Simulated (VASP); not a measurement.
# BaTiO3 in VASP: notebook

The runs below take BaTiO3 through single point, with PBE+D3(BJ).

All numbers are computed with VASP 6.6.1; they aren't measurements. Logs are shortened: lines on timing, memory, paths and dates and some standing lists are left out, and cuts for length are marked.

### 1 The cell of the first run

The cell holds a slab with vacuum, 10 atoms: a = 5.643 Å, b = 5.666 Å, c = 15.593 Å, α = 90.00°, β = 90.00°, γ = 119.87°.

### 2 Single point, PBE+D3(BJ)

The input, INCAR:

```
PREC = Accurate
ENCUT = 910
EDIFF = 1E-6
ISMEAR = -1
SIGMA = 0.002
LREAL = False
LASPH = True
NELM = 120
ALGO = Normal
ISIF = 2
LWAVE = False
LCHARG = True
GGA = PE
IVDW = 12
LELF = True
LVHAR = True
NBANDS = 51
GGA_COMPAT = False
NELMDL = -8
```

The input, KPOINTS:

```
Automatic mesh
0
Gamma
  2 2 1
```

The input, POSCAR:

```
BaTiO3
1.0
    5.6433910000      0.0000000000      0.0000000000
   -2.8216950000      4.9139330000      0.0000000000
    0.0000000000      0.0000000000     15.5925150000
Ba Ti O
2 2 6
Direct
    0.0000000000      0.0000000000      0.0641333358
    0.8107594353      0.3674856780      0.1776172734
    0.4575099923      0.6569483141      0.2152763682
    1.2240427265      1.1157661287      0.2977454246
    0.4271686770      0.5280088271      0.0960973903
    0.3668448172      0.9147865874      0.2086129146
    0.8577301304      0.8950671489      0.2040979278
    1.2247234352      1.0334898746      0.3947855750
    1.1570937844      0.4434329894      0.2707965970
    0.5645409625      0.4158583359      0.2802370240
```

Potentials or basis: VASP PAW PBE potentials, release 64 (Ba_sv, Ti_sv, O_h).

Started as:

```console
$ cat potpaw_PBE.64/Ba_sv/POTCAR potpaw_PBE.64/Ti_sv/POTCAR potpaw_PBE.64/O_h/POTCAR > POTCAR
$ mpirun -np 1 vasp_std > vasp.out
```

OUTCAR:

```text
PREC = Accurate
   ENCUT = 910
   EDIFF = 1E-6
   ISMEAR = -1
   LREAL = False
   LASPH = True
   NELM = 120
   ISIF = 2
   GGA = PE
   IVDW = 12
   NELMDL = -8
 IVDW          = 12

 ion  position               nearest neighbor table
   1  0.000  0.000  0.064-   7 2.30   5 2.80   5 3.04   2 3.29   3 3.57   2 3.65   4 3.80   2 4.35

   2  0.811  0.367  0.178-  10 2.22   9 2.30   6 2.59   7 2.85   7 2.90   5 3.02   3 3.20   3 3.22
                             1 3.29   4 3.44   3 3.54   1 3.65   4 3.78   1 4.35
   3  0.458  0.657  0.215-   9 1.74   6 1.78   5 1.97   7 1.98  10 2.02   2 3.20   2 3.22   2 3.54
                             1 3.57
   4  0.224  0.116  0.298-   8 1.58  10 1.85   9 2.11   6 2.19   2 3.44   2 3.78   1 3.80
   5  0.427  0.528  0.096-   3 1.97   1 2.80   2 3.02   1 3.04
   6  0.367  0.915  0.209-   3 1.78   4 2.19   2 2.59
   7  0.858  0.895  0.204-   3 1.98   1 2.30   2 2.85   2 2.90
   8  0.225  0.033  0.395-   4 1.58
   9  0.157  0.443  0.271-   3 1.74   4 2.11   2 2.30
  10  0.565  0.416  0.280-   4 1.85   3 2.02   2 2.22

  LATTYP: Found a base centered orthorhombic cell.
 ALAT       =     5.6433910000
 B/A-ratio  =     1.7414823818
 C/A-ratio  =     2.7629691085

  Lattice vectors:

 A1 = (   2.8216950000,  -4.9139330000,   0.0000000000)
 A2 = (   2.8216960000,   4.9139330000,   0.0000000000)
 A3 = (   0.0000000000,   0.0000000000,  15.5925150000)

Analysis of symmetry for initial positions (statically):
=====================================================================
 Subroutine PRICEL returns:
 Original cell was already a primitive cell.

 Routine SETGRP: Setting up the symmetry group for a
 base centered orthorhombic supercell.

 Subroutine GETGRP returns: Found  1 space group operations
 (whereof  1 operations were pure point group operations)
 out of a pool of  8 trial point group operations.

The static configuration has the point symmetry C_1 .

Analysis of symmetry for dynamics (positions and initial velocities):
=====================================================================
 Subroutine PRICEL returns:
 Original cell was already a primitive cell.

 Routine SETGRP: Setting up the symmetry group for a
 base centered orthorhombic supercell.

 Subroutine GETGRP returns: Found  1 space group operations
 (whereof  1 operations were pure point group operations)
 out of a pool of  8 trial point group operations.

The dynamic configuration has the point symmetry C_1 .

 Subroutine INISYM returns: Found  1 space group operations
 (whereof  1 operations are pure point group operations),
 and found     1 'primitive' translations

----------------------------------------------------------------------------------------

                                     Primitive cell

  volume of cell :     432.3999

  direct lattice vectors                    reciprocal lattice vectors
     5.643391000  0.000000000  0.000000000     0.177198426  0.101751471  0.000000000
    -2.821695000  4.913933000  0.000000000     0.000000000  0.203502978  0.000000000
     0.000000000  0.000000000 15.592515000     0.000000000  0.000000000  0.064133336

  length of vectors
     5.643391000  5.666453935 15.592515000     0.204334637  0.203502978  0.064133336

  position of ions in fractional coordinates (direct lattice)
     0.000000000  0.000000000  0.064133336
     0.810759435  0.367485678  0.177617273
     0.457509992  0.656948314  0.215276368
     0.224042727  0.115766129  0.297745425
     0.427168677  0.528008827  0.096097390
     0.366844817  0.914786587  0.208612915
     0.857730130  0.895067149  0.204097928
     0.224723435  0.033489875  0.394785575
     0.157093784  0.443432989  0.270796597
     0.564540962  0.415858336  0.280237024

  ion indices of the primitive-cell ions
   primitive index   ion index
                 1           1
                 2           2
                 3           3
                 4           4
                 5           5
                 6           6
                 7           7
                 8           8
                 9           9
                10          10

----------------------------------------------------------------------------------------

 KPOINTS: Automatic mesh

Automatic generation of k-mesh.
 Grid dimensions read from file:
 generate k-points for:    2    2    1

 Generating k-lattice:

  Cartesian coordinates                     Fractional coordinates (reciprocal lattice)
     0.088599213  0.050875736  0.000000000     0.500000000 -0.000000000  0.000000000
     0.000000000  0.101751489  0.000000000     0.000000000  0.500000000  0.000000000
     0.000000000  0.000000000  0.064133336     0.000000000  0.000000000  1.000000000

  Length of vectors
     0.102167319  0.101751489  0.064133336

  Shift w.r.t. Gamma in fractional coordinates (k-lattice)
     0.000000000  0.000000000  0.000000000

 Subroutine IBZKPT returns following result:
 ===========================================

 Found      4 irreducible k-points:

 Following reciprocal coordinates:
            Coordinates               Weight
  0.000000  0.000000  0.000000      1.000000
  0.500000  0.000000  0.000000      1.000000
  0.500000  0.500000  0.000000      1.000000
  0.000000  0.500000  0.000000      1.000000
   k-points           NKPTS =      4   k-points in BZ     NKDIM =      4   number of bands    NBANDS=     51
   number of dos      NEDOS =    301   number of ions     NIONS =     10
   total plane-waves  NPLWV = 501760
   dimension x,y,z NGX =    56 NGY =   56 NGZ =  160
   dimension x,y,z NGXF=   112 NGYF=  112 NGZF=  320
   ions per type =               2   2   6
   NGX,Y,Z   is equivalent  to a cutoff of  16.50, 16.43, 17.06 a.u.
   NGXF,Y,Z  is equivalent  to a cutoff of  32.99, 32.86, 34.12 a.u.
 SYSTEM =  unknown system
   PREC   = accura    normal or accurate (medium, high low for compatibility)
   ISTART =      0    job   : 0-new  1-cont  2-samecut
   ICHARG =      2    charge: 1-file 2-atom 10-const
   ISPIN  =      1    spin polarized calculation?
   LNONCOLLINEAR =      F non collinear calculations
   LSORBIT =      F    spin-orbit coupling
   LASPH  =      T    aspherical Exc in radial PAW
   ENCUT  =  910.0 eV  66.88 Ry    8.18 a.u.  13.88 13.94 38.35*2*pi/ulx,y,z
   NELM   =    120;   NELMIN=  2; NELMDL= -8     # of ELM steps
   EDIFF  = 0.1E-05   stopping-criterion for ELM
   LREAL  =      F    real-space projection
   EDIFFG = 0.1E-04   stopping-criterion for IOM
   NSW    =      0    number of steps for IOM
   IBRION =     -1    ionic relax: 0-MD 1-quasi-New 2-CG
   NFREE  =      0    steps in history (QN), initial steepest desc. (CG)
   ISIF   =      2    stress and relaxation
   ISYM   =      2    0-nonsym 1-usesym 2-fastsym
   POTIM  = 0.5000    time-step for ionic-motion
   TEBEG  =    0.0;   TEEND  =   0.0 temperature during run
   PSTRESS=    0.0 pullay stress
   NELECT =      80.0000    total number of electrons
   NUPDOWN=      -1.0000    fix difference up-down
   EMIN   =  10.00;   EMAX   =-10.00  energy-range for DOS
   EFERMI =   0.00;   METHOD = LEGACY
   ISMEAR =    -1;   SIGMA  =   0.00  broadening in eV -4-tet -1-fermi 0-gaus
   EFERMI_NEDOS =   21; number of points for ismear=-14 and -15
   IALGO  =     38    algorithm
   IMIX   =      4    mixing-type and parameters
     AMIX     =   0.40;   BMIX     =  1.00
     AMIX_MAG =   1.60;   BMIX_MAG =  1.00
  volume/ion in A,a.u.               =      43.24       291.80
  Fermi-wavevector in a.u.,A,eV,Ry     =   0.932845  1.762822 11.839796  0.870200
  Thomas-Fermi vector in A             =   2.059485
   LORBIT       =      0    0 simple, 1 ext, 2 COOP (PROOUT), +10 PAW based schemes
   GGA     = PE    functional components
   LHFCALC =     F    Hartree Fock is set to
   AEXX    =    0.0000 exact exchange contribution
   IVDW    =    12    specifies the selected vdW correction
   LEPSILON=     F    determine dielectric tensor
   LRPA    =     F    only Hartree local field effects (RPA)
 non-spin polarized calculation
  energy-cutoff  :      910.00
  volume of cell :      432.40
 maximum number of plane-waves:     27022
 NGX is ok and might be reduce to    56
   NGX = 27   NGY = 27   NGZ = 77

 number of electron      80.0000000 magnetization

 Free energy of the ion-electron system (eV)
  ---------------------------------------------------
  ext. energy  EPLUGINS =         0.00000000
  ---------------------------------------------------
  free energy    TOTEN  =       -72.79591181 eV

  energy without entropy =      -72.79591181  energy(sigma->0) =      -72.79591181

 E-fermi :  -2.0476     XC(G=0):  -4.4282

 val. band max:       -2.2327798791   @ k =   0.0000   0.5000   0.0000
 cond. band min:      -0.9092710219   @ k =   0.0000   0.0000   0.0000
 fundamental gap:      1.3235088572
 Fermi energy:        -2.0475579125

 k-point     1 :       0.0000    0.0000    0.0000
  band No.  band energies     occupation
      1     -57.8806      2.00000
      2     -57.1331      2.00000
      3     -34.3566      2.00000
      4     -34.3114      2.00000
      5     -34.1676      2.00000
      6     -33.7486      2.00000
[... 43 lines left out ...]
     50       2.4573      0.00000
     51       3.1224      0.00000

 k-point     2 :       0.5000    0.0000    0.0000
  band No.  band energies     occupation
      1     -57.8806      2.00000
      2     -57.1331      2.00000
      3     -34.3570      2.00000
      4     -34.3136      2.00000
      5     -34.1683      2.00000
      6     -33.7475      2.00000
[... 43 lines left out ...]
     50       2.7881      0.00000
     51       2.8493      0.00000

 k-point     3 :       0.5000    0.5000    0.0000
  band No.  band energies     occupation
      1     -57.8805      2.00000
      2     -57.1332      2.00000
      3     -34.3560      2.00000
      4     -34.3153      2.00000
      5     -34.1678      2.00000
      6     -33.7454      2.00000
[... 43 lines left out ...]
     50       2.5746      0.00000
     51       2.8954      0.00000

 k-point     4 :       0.0000    0.5000    0.0000
  band No.  band energies     occupation
      1     -57.8805      2.00000
      2     -57.1332      2.00000
      3     -34.3574      2.00000
      4     -34.3138      2.00000
      5     -34.1682      2.00000
      6     -33.7444      2.00000
[... 43 lines left out ...]
     50       2.8130      0.00000
     51       3.0487      0.00000

------------------------ aborting loop because EDIFF is reached ----------------------------------------

 Edisp (eV)   -1.33560

 E8    (eV) :    -0.6248

  FORCE on cell =-STRESS in cart. coord.  units (eV):
  Direction    XX          YY          ZZ          XY          YZ          ZX
  --------------------------------------------------------------------------------------
  -------------------------------------------------------------------------------------
  Total      12.46339     6.03602     3.98602    -1.03429    -2.88726    -2.70349
  in kB      46.18077    22.36534    14.76947    -3.83237   -10.69820   -10.01728
  external pressure =       27.77 kB  Pullay stress =        0.00 kB

 VOLUME and BASIS-vectors are now :
 -----------------------------------------------------------------------------
  energy-cutoff  :      910.00
  volume of cell :      432.40
      direct lattice vectors                 reciprocal lattice vectors
     5.643391000  0.000000000  0.000000000     0.177198426  0.101751471  0.000000000
    -2.821695000  4.913933000  0.000000000     0.000000000  0.203502978  0.000000000
     0.000000000  0.000000000 15.592515000     0.000000000  0.000000000  0.064133336

 POSITION                                       TOTAL-FORCE (eV/Angst)
 -----------------------------------------------------------------------------------
      0.00000      0.00000      1.00000         1.042288     -0.053966      0.008860
      3.53850      1.80580      2.76950        -0.394350     -0.236155     -1.298098
      0.72820      3.22820      3.35670         2.219737      0.081937     -1.323362
      0.93770      0.56887      4.64260        -0.842884      0.186887     -3.076217
      0.92080      2.59460      1.49840        -0.334615     -0.267857      0.422920
     -0.51100      4.49520      3.25280        -1.731540      1.759964     -0.331296
      2.31490      4.39830      3.18240         0.364500      0.806108      0.487076
      1.17370      0.16457      6.15570         0.078556     -0.891653      2.371041
     -0.36469      2.17900      4.22240        -0.350246     -2.254035      1.968002
      2.01250      2.04350      4.36960        -0.051445      0.868770      0.771074
 -----------------------------------------------------------------------------------
    total drift:                                0.000195      0.000318     -0.000393

  FREE ENERGIE OF THE ION-ELECTRON SYSTEM (eV)
  ---------------------------------------------------
  free  energy   TOTEN  =       -74.1315081315 eV

  energy  without entropy=      -74.1315081315  energy(sigma->0) =      -74.13150813
```

It took 9.6 min on 1 thread of AMD EPYC 7R43 (Zen 3), shared host; peak memory 0.96 GiB.

What came out:

| Property | Result |
| --- | --- |
| Free energy | -74.1315 eV |
| Largest force | 3.195 eV/Å |
| Band gap on the k mesh | 1.32 eV (least direct gap 1.44 eV) |
| Dispersion energy per atom | -0.134 eV |

Forces in eV/Å, atoms in the order of the input:
```
Ba   1.042 -0.054  0.009
Ba  -0.394 -0.236 -1.298
Ti   2.220  0.082 -1.323
Ti  -0.843  0.187 -3.076
O   -0.335 -0.268  0.423
O   -1.732  1.760 -0.331
O    0.364  0.806  0.487
O    0.079 -0.892  2.371
O   -0.350 -2.254  1.968
O   -0.051  0.869  0.771
```

Caveat: the k points lie up to 0.64 Å⁻¹ apart; the cutoff is under 1.25 times the usual one of these potentials, so pressure, stress and relaxed cells hold a basis-set (Pulay) error; spin-orbit coupling is left out, which moves the levels of the heavy elements.

### 3 Single point, PBE+D3(BJ)

The input, INCAR:

```
PREC = Accurate ; ENCUT = 910
EDIFF = 1E-6 ; ISMEAR = -1
SIGMA = 0.002 ; LREAL = F
LASPH = T ; NELM = 120
ALGO = Normal ; ISIF = 2
LWAVE = F ; LCHARG = T
GGA = PE ; IVDW = 12
LELF = T ; LVHAR = T
NBANDS = 51 ; GGA_COMPAT = F
NELMDL = -8
```

The input, KPOINTS:

```
regular mesh
0
Gamma
  2 2 1
```

The input, POSCAR:

```
BaTiO3
1.0
    5.6433910000      0.0000000000      0.0000000000
   -2.8216950000      4.9139330000      0.0000000000
    0.0000000000      0.0000000000     15.5925150000
Ba Ti O
2 2 6
Direct
    0.0000000000      0.0000000000      0.0641333358
    0.7381007413      0.3842339731      0.1642582996
    0.3835449651      0.6788452346      0.2202018084
    1.1110674125      1.1069544497      0.2899339844
    0.3566381945      0.4830957199      0.1002596438
    0.2245805392      0.8880462961      0.1782457801
    0.7819976075      0.9489750878      0.2155329015
    1.1381514339      0.9344856757      0.3686320007
    1.1104934758      0.4706209873      0.2813978374
    0.4782869866      0.3955283884      0.2624336100
```

Potentials or basis: VASP PAW PBE potentials, release 64 (Ba_sv, Ti_sv, O_h).

Started as:

```console
$ cat potpaw_PBE.64/Ba_sv/POTCAR potpaw_PBE.64/Ti_sv/POTCAR potpaw_PBE.64/O_h/POTCAR > POTCAR
$ mpirun -np 1 vasp_std > vasp.out
```

Wall time 8 min (1 thread of Intel Xeon Platinum 8559C (Emerald Rapids), shared host); peak memory 0.99 GiB.

It converged, with:

| Property | Result |
| --- | --- |
| Free energy | -74.4433 eV |
| Largest force | 2.974 eV/Å |
| Band gap on the k mesh | 1.50 eV |
| Dispersion energy per atom | -0.136 eV |

Forces on the atoms (eV/Å):
```
Ba   0.242  0.582  0.404
Ba   1.391 -0.633 -0.956
Ti   1.810 -0.058 -2.047
Ti   0.912  1.176 -1.819
O   -0.774  0.607  0.361
O    0.276  0.479 -0.312
O   -0.647 -0.304 -0.188
O   -0.074 -0.385  1.121
O   -2.007 -1.500  1.602
O   -1.129  0.035  1.833
```

Levels at points of the mesh, in eV from the valence-band top:
| k point | band 38 | band 39 | band 40 | band 41 | band 42 | band 43 |
| --- | --- | --- | --- | --- | --- | --- |
| (0.00, 0.00, 0.00) | -0.52 | -0.38 | 0.00 | 1.50 | 2.81 | 3.09 |
| (0.50, 0.00, 0.00) | -0.64 | -0.26 | -0.16 | 2.44 | 2.83 | 3.20 |
| (0.50, 0.50, 0.00) | -0.51 | -0.39 | -0.01 | 2.38 | 2.92 | 3.18 |
| (0.00, 0.50, 0.00) | -0.50 | -0.30 | -0.07 | 2.36 | 2.71 | 3.21 |

Caveat: the k points lie up to 0.64 Å⁻¹ apart; the cutoff is under 1.25 times the usual one of these potentials, so pressure, stress and relaxed cells hold a basis-set (Pulay) error; spin-orbit coupling is left out, which moves the levels of the heavy elements.

(Part 1 of 2 ends here.)
